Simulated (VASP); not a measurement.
A run of VASP 6.6.1 is set up as follows.

File INCAR:

```
SYSTEM = BaZrO3
  PREC = Accurate
  ENCUT = 1340
  EDIFF = 1E-6
  ISMEAR = 0
  SIGMA = 0.05
  LREAL = .FALSE.
  LASPH = .TRUE.
  NELM = 120
  ALGO = Normal
  ISIF = 2
  LWAVE = .FALSE.
  LCHARG = .FALSE.
  GGA = PE
  NBANDS = 28
  GGA_COMPAT = .FALSE.
```

KPOINTS

```
Automatic mesh
0
G
  6 6 6
  0 0 0
```

File POSCAR:

```
BaZrO3
1.0
    4.1815000000      0.0000000000      0.0000000000
    0.0000000000      4.1815000000      0.0000000000
    0.0000000000      0.0000000000      4.1815000000
Ba Zr O
1 1 3
Direct
    0.5000000000      0.4682930715      0.4682930715
    0.0000000000      0.0000000000      0.0000000000
    0.5000000000      0.0000000000      0.0000000000
    0.0000000000      0.5000000000      0.0000000000
    0.0000000000      0.0000000000      0.5000000000
```

Potentials or basis: VASP PAW PBE potentials, release 64 (Ba_sv, Zr_sv, O_h).

Command:

```sh
$ cat potpaw_PBE.64/Ba_sv/POTCAR potpaw_PBE.64/Zr_sv/POTCAR potpaw_PBE.64/O_h/POTCAR > POTCAR
$ mpirun -np 1 vasp_std > vasp.out
```

(1) Predict the largest force.

(2) Predict the band gap on the k mesh.

(3) What does it give for the pressure?

Answers

(1) 0.820 eV/Å.

(2) 3.18 eV (least direct gap 3.39 eV).

(3) 6.9 GPa.

Caveat: the cell differs from its parent crystal (all Ba atoms moved +0.188 Å, as atom 1 towards its neighbour atom 3 (O) at 2.957 Å); the cell stands under pressure; spin-orbit coupling is left out, which moves the levels of the heavy elements.
